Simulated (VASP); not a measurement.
# TaH2Br3 (P-3m1) in VASP: single point with PBE

Aim: the single point of TaH2Br3 with PBE.

Everything below comes from runs of VASP 6.6.1. Logs are shortened: lines on timing, memory, paths and dates and some standing lists are left out, and cuts for length are marked.

## 1. The cell of the first run

The structure is trigonal, space group P-3m1 (No. 164). Conventional cell: a = 4.831 Å, b = 4.831 Å, c = 7.630 Å, α = 90.00°, β = 90.00°, γ = 120.00°. Within 4.4 Å of Ta (site symmetry -3m) lie 6 H at 3.37 Å and 8 Br at 3.81 to 3.87 Å. Within 3.8 Å of H (site symmetry 3m) lie 7 Br at 2.90 to 3.39 Å and 3 Ta at 3.37 Å. Br (site symmetry 3m) has 4 H at 2.90 to 3.06 Å and 6 Br at 3.01 to 3.60 Å within 3.8 Å. Br (site symmetry -3m) has 6 Br at 3.01 Å and 6 H at 3.39 Å and 2 Ta at 3.81 Å within 4.0 Å.

## 2. Single point, PBE

Input file INCAR:

```
SYSTEM = TaH2Br3
ALGO = Normal
EDIFF = 1E-6
ENCUT = 520
GGA = PE
ISIF = 2
ISMEAR = 0
LASPH = .True.
LCHARG = .True.
LELF = .True.
LREAL = .False.
LVHAR = .True.
LWAVE = .False.
NBANDS = 26
NELM = 60
PREC = Accurate
SIGMA = 0.1
```

Input file KPOINTS:

```
k-points
0
Gamma
  6 6 2
  0 0 0
```

Input file POSCAR:

```
TaH2Br3
1.0
    4.8312715500      0.0000000000      0.0000000000
   -2.4156357700      4.1840038900      0.0000000000
    0.0000000000      0.0000000000      7.6295316500
Ta H Br
1 2 3
Direct
    0.0000000000      0.0000000000      0.0000000000
    0.6666666700      0.3333333300      0.7525866000
    0.3333333300      0.6666666700      0.2474134000
    0.6666666700      0.3333333300      0.3509370700
    0.3333333300      0.6666666700      0.6490629300
    0.0000000000      0.0000000000      0.5000000000
```

Potentials or basis: VASP PAW PBE potentials, release 64 (Ta_pv, H, Br).

Started as:

```sh
> cat potpaw_PBE.64/Ta_pv/POTCAR potpaw_PBE.64/H/POTCAR potpaw_PBE.64/Br/POTCAR > POTCAR
> mpirun -np 1 vasp_std > vasp.out
```

OUTCAR:

```text
SYSTEM = TaH2Br3
   EDIFF = 1E-6
   ENCUT = 520
   GGA = PE
   ISIF = 2
   ISMEAR = 0
   LASPH = .True.
   LREAL = .False.
   NELM = 60
   PREC = Accurate

 ion  position               nearest neighbor table
   1  0.000  0.000  0.000-
   2  0.667  0.333  0.753-
   3  0.333  0.667  0.247-
   4  0.667  0.333  0.351-
   5  0.333  0.667  0.649-
   6  0.000  0.000  0.500-

  LATTYP: Found a hexagonal cell.
 ALAT       =     4.8312715500
 C/A-ratio  =     1.5791974372

  Lattice vectors:

 A1 = (   4.8312715500,   0.0000000000,   0.0000000000)
 A2 = (  -2.4156357700,   4.1840038900,   0.0000000000)
 A3 = (   0.0000000000,   0.0000000000,   7.6295316500)

Analysis of symmetry for initial positions (statically):
=====================================================================
 Subroutine PRICEL returns:
 Original cell was already a primitive cell.

 Routine SETGRP: Setting up the symmetry group for a
 hexagonal supercell.

 Subroutine GETGRP returns: Found 12 space group operations
 (whereof 12 operations were pure point group operations)
 out of a pool of 24 trial point group operations.

The static configuration has the point symmetry D_3d.

Analysis of symmetry for dynamics (positions and initial velocities):
=====================================================================
 Subroutine PRICEL returns:
 Original cell was already a primitive cell.

 Routine SETGRP: Setting up the symmetry group for a
 hexagonal supercell.

 Subroutine GETGRP returns: Found 12 space group operations
 (whereof 12 operations were pure point group operations)
 out of a pool of 24 trial point group operations.

The dynamic configuration has the point symmetry D_3d.

 Subroutine INISYM returns: Found 12 space group operations
 (whereof 12 operations are pure point group operations),
 and found     1 'primitive' translations

----------------------------------------------------------------------------------------

                                     Primitive cell

  volume of cell :     154.2238

  direct lattice vectors                    reciprocal lattice vectors
[... 82 lines left out ...]
   ENCUT  =  520.0 eV  38.22 Ry    6.18 a.u.   8.98  8.98 14.19*2*pi/ulx,y,z
   NELM   =     60;   NELMIN=  2; NELMDL= -5     # of ELM steps
   EDIFF  = 0.1E-05   stopping-criterion for ELM
   LREAL  =      F    real-space projection
   EDIFFG = 0.1E-04   stopping-criterion for IOM
   NSW    =      0    number of steps for IOM
   IBRION =     -1    ionic relax: 0-MD 1-quasi-New 2-CG
   NFREE  =      0    steps in history (QN), initial steepest desc. (CG)
   ISIF   =      2    stress and relaxation
   ISYM   =      2    0-nonsym 1-usesym 2-fastsym
   POTIM  = 0.5000    time-step for ionic-motion
   TEBEG  =    0.0;   TEEND  =   0.0 temperature during run
   PSTRESS=    0.0 pullay stress
   NELECT =      34.0000    total number of electrons
   NUPDOWN=      -1.0000    fix difference up-down
   EMIN   =  10.00;   EMAX   =-10.00  energy-range for DOS
   EFERMI =   0.00;   METHOD = LEGACY
   ISMEAR =     0;   SIGMA  =   0.10  broadening in eV -4-tet -1-fermi 0-gaus
   EFERMI_NEDOS =   21; number of points for ismear=-14 and -15
   IALGO  =     38    algorithm
   IMIX   =      4    mixing-type and parameters
     AMIX     =   0.40;   BMIX     =  1.00
     AMIX_MAG =   1.60;   BMIX_MAG =  1.00
  volume/ion in A,a.u.               =      25.70       173.46
  Fermi-wavevector in a.u.,A,eV,Ry     =   0.988972  1.868886 13.307391  0.978066
  Thomas-Fermi vector in A             =   2.120537
   LORBIT       =      0    0 simple, 1 ext, 2 COOP (PROOUT), +10 PAW based schemes
   GGA     = PE    functional components
   LHFCALC =     F    Hartree Fock is set to
   AEXX    =    0.0000 exact exchange contribution
   IVDW    =     0    specifies the selected vdW correction
   LEPSILON=     F    determine dielectric tensor
   LRPA    =     F    only Hartree local field effects (RPA)
 non-spin polarized calculation
 Gauss-broadening in eV      SIGMA  =   0.10
  energy-cutoff  :      520.00
  volume of cell :      154.22
 maximum number of plane-waves:      4188
 NGX is ok and might be reduce to    36
   NGX = 17   NGY = 17   NGZ = 29

 number of electron      34.0000004 magnetization

 Free energy of the ion-electron system (eV)
  ---------------------------------------------------
  ext. energy  EPLUGINS =         0.00000000
  ---------------------------------------------------
  free energy    TOTEN  =       -11.58001464 eV

  energy without entropy =      -11.51803073  energy(sigma->0) =      -11.54902269

 E-fermi :   0.6827     XC(G=0):  -8.4175

 val. band max:        0.6661412785   @ k =   0.3333   0.1667   0.5000
 cond. band min:       0.6886101369   @ k =   0.3333   0.3333   0.5000
 fundamental gap:      0.0224688584
 Fermi energy:         0.6827331163

 k-point     1 :       0.0000    0.0000    0.0000
  band No.  band energies     occupation
      1     -35.8694      2.00000
      2     -35.8270      2.00000
      3     -35.8270      2.00000
      4     -15.0196      2.00000
      5     -13.6254      2.00000
      6     -12.7956      2.00000
[... 395 lines left out ...]
     25       4.3957      0.00000
     26       4.7039      0.00000

------------------------ aborting loop because EDIFF is reached ----------------------------------------

  FORCE on cell =-STRESS in cart. coord.  units (eV):
  Direction    XX          YY          ZZ          XY          YZ          ZX
  --------------------------------------------------------------------------------------
  -------------------------------------------------------------------------------------
  Total       -4.3227919     -4.3227919     -8.9106515     -0.0000000     -0.0000000      0.0000000
  in kB      -44.9079785    -44.9079784    -92.5696527     -0.0000001     -0.0000000      0.0000000
  external PRESSURE =     -60.7952032 kB  Pullay stress =       0.0000000 kB

 VOLUME and BASIS-vectors are now :
 -----------------------------------------------------------------------------
  energy-cutoff  :      520.00
  volume of cell :      154.22
      direct lattice vectors                 reciprocal lattice vectors
     4.831271550  0.000000000  0.000000000     0.206984846  0.119502757  0.000000000
    -2.415635770  4.184003890  0.000000000     0.000000000  0.239005514  0.000000000
     0.000000000  0.000000000  7.629531650     0.000000000  0.000000000  0.131069644

 POSITION                                       TOTAL-FORCE (eV/Angst)
 -----------------------------------------------------------------------------------
      0.00000      0.00000      0.00000        -0.000000      0.000000      0.000000
      2.41564      1.39467      5.74188        -0.000000      0.000000      0.892146
     -0.00000      2.78934      1.88765        -0.000000     -0.000000     -0.892146
      2.41564      1.39467      2.67749         0.000000     -0.000000     -1.443644
     -0.00000      2.78934      4.95205        -0.000000      0.000000      1.443644
      0.00000      0.00000      3.81477        -0.000000      0.000000      0.000000
 -----------------------------------------------------------------------------------
    total drift:                                0.000000     -0.000000      0.000000

  FREE ENERGIE OF THE ION-ELECTRON SYSTEM (eV)
  ---------------------------------------------------
  free  energy   TOTEN  =       -11.5800146433 eV

  energy  without entropy=      -11.5180307299  energy(sigma->0) =      -11.54902269
```

OSZICAR:

```text
N       E                     dE             d eps       ncg     rms          rms(c)
DAV:   1     0.195453893970E+03    0.19545E+03   -0.15160E+04   800   0.111E+03
DAV:   2    -0.713066761726E+00   -0.19617E+03   -0.18348E+03   998   0.220E+02
DAV:   3    -0.198253432076E+02   -0.19112E+02   -0.18617E+02   894   0.633E+01
[... 19 lines left out ...]
DAV:  23    -0.115800673219E+02    0.95610E-04   -0.93523E-05   738   0.374E-02    0.119E-01
DAV:  24    -0.115800195247E+02    0.47797E-04   -0.84706E-05   738   0.329E-02    0.522E-02
DAV:  25    -0.115800169302E+02    0.25945E-05   -0.92968E-06   726   0.139E-02    0.304E-02
DAV:  26    -0.115800153761E+02    0.15540E-05   -0.22754E-06   484   0.652E-03    0.184E-02
DAV:  27    -0.115800146433E+02    0.73283E-06   -0.51975E-06   464   0.527E-03
   1 F= -.11580015E+02 E0= -.11549023E+02  d E =-.619839E-01
```

stdout:

```text
POSCAR found type information on POSCAR TaH Br
 POSCAR found :  3 types and       6 ions
 scaLAPACK will be used
 LDA part: xc-table for (Slater+PW92), standard interpolation
 POSCAR, INCAR and KPOINTS ok, starting setup
 FFT: planning ... GRIDC
 FFT: planning ... GRID_SOFT
 FFT: planning ... GRID
 WAVECAR not read
 entering main loop
```

Wall time 100 s (1 thread of Intel Xeon Platinum 8375C at 2.90GHz (Ice Lake), shared host); peak memory 0.28 GiB.

Results:

| Property | Result |
| --- | --- |
| Free energy | -11.5800 eV |
| Pressure | -6.1 GPa |
| Largest force | 1.444 eV/Å |
| Band gap on the k mesh | zero (band 17 reaches 0.72 eV, above the bottom of band 18 at 0.54 eV) |

Forces on the atoms (eV/Å):
```
Ta   0.000  0.000  0.000
H    0.000  0.000  0.892
H    0.000  0.000 -0.892
Br   0.000  0.000 -1.444
Br   0.000  0.000  1.444
Br   0.000  0.000  0.000
```

Caveat: the k points lie up to 0.41 Å⁻¹ apart; spin-orbit coupling is left out, which moves the levels of the heavy elements; forces of over 1 eV/Å act on the atoms, so gaps and moduli don't describe the material at rest.
